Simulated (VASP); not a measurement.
Crystal: FePb2O4.

```
Fe Pb O
1.0
     4.71840    0.00000    0.00000
     0.00000    4.71840    0.00000
     0.00000    0.00000    4.87660
Fe Pb O
1 2 4
Direct
  0.00000 0.00000 0.00000
  0.00000 0.50000 0.50000
  0.50000 0.00000 0.50000
  0.73767 0.73767 0.24476
  0.26233 0.26233 0.24476
  0.26233 0.73767 0.75524
  0.73767 0.26233 0.75524
```

- Program: VASP 6.6.1
- Task: relaxation of cell and atoms
- Functional: PBE
- Potentials or basis: VASP PAW PBE potentials, release 64 (Fe, Pb_d, O)
- Cutoff: 600 eV
- k mesh: 3 × 3 × 3
- Occupations: gaussian, width 0.15 eV
- Spin: collinear spin, ferromagnetic start
- Starting moments: [4.0, 0.0, 0.0, 0.0, 0.0, 0.0, 0.0] μB

At the start: pressure 17.6 GPa; volume 15.51 Å³/atom.

Question: Where does the relaxation end?

Answer: Over 29 steps the energy falls by 585.7 meV/atom and the volume is 17.84 Å³/atom (+15.0 %); space group P-42m (No. 111, to 0.05 Å); moment 3.93 μB per cell.

Step by step:
| step | energy change (eV) | largest force (eV/Å) | pressure (GPa) | volume (Å³) |
| --- | --- | --- | --- | --- |
| 1 | 0.0000 | 2.7573 | 17.62 | 108.57 |
| 2 | -1.4880 | 2.1472 | -7.02 | 137.63 |
| 3 | -1.5625 | 2.0928 | -3.86 | 130.93 |
| 4 | -2.5052 | 1.6706 | -2.54 | 130.20 |
| 5 | -2.6281 | 2.5165 | 12.01 | 127.92 |
| 6 | -3.2336 | 0.7800 | 0.94 | 129.31 |
| 7 | -3.3335 | 0.4965 | 4.46 | 128.75 |
| 8 | -3.3444 | 0.3745 | 3.32 | 128.90 |
| 9 | -3.5480 | 0.4624 | -0.06 | 137.92 |
| 10 | -3.5771 | 0.5032 | -1.86 | 144.03 |
| 11 | -3.7156 | 0.5804 | -0.49 | 144.54 |
| 12 | -3.7331 | 0.7445 | 0.13 | 144.66 |
| 13 | -3.8211 | 0.0813 | -2.10 | 145.46 |
| 14 | -3.8211 | 0.0799 | -2.01 | 145.43 |
| 15 | -3.8471 | 0.3236 | 1.55 | 137.35 |
| 16 | -3.8590 | 0.2327 | 0.20 | 140.16 |
| 17 | -3.8770 | 0.2152 | -0.03 | 139.39 |
| 18 | -3.9095 | 0.4112 | -0.82 | 136.97 |
| 19 | -3.9116 | 0.5288 | -1.17 | 136.03 |
| 20 | -3.9168 | 0.5329 | -1.08 | 135.59 |
| 21 | -3.9307 | 0.5507 | -0.83 | 134.25 |
| 22 | -3.9515 | 0.6182 | -0.32 | 131.55 |
| 23 | -3.9553 | 0.8245 | 0.68 | 126.07 |
| 24 | -3.9985 | 0.7057 | 1.07 | 124.75 |
| 25 | -4.0408 | 0.4022 | 2.13 | 121.80 |
| 26 | -4.0436 | 0.3134 | 2.44 | 120.79 |
| 27 | -4.0833 | 0.2851 | 0.28 | 123.51 |
| 28 | -4.0879 | 0.2835 | -0.60 | 124.74 |
| 29 | -4.1002 | 0.0650 | 0.20 | 124.90 |

Final structure:
```
Fe Pb O
1.0
     5.84526    0.00000    0.00000
     0.00000    5.84526    0.00000
     0.00000    0.00000    3.65566
Fe Pb O
1 2 4
Direct
  0.00000 0.00000 0.00000
  0.00000 0.50000 0.50000
  0.50000 0.00000 0.50000
  0.79221 0.79221 0.15379
  0.20779 0.20779 0.15379
  0.20779 0.79221 0.84621
  0.79221 0.20779 0.84621
```

Caveat: the k points lie up to 0.57 Å⁻¹ apart in the final cell; the volume moved by over 15 % at a fixed basis, so the end points are rough; a cell with one magnetic atom can't hold antiferromagnetic order, which such compounds often take; the relaxation stopped at a loose force limit of 0.08 eV/Å, so its end isn't a converged minimum.
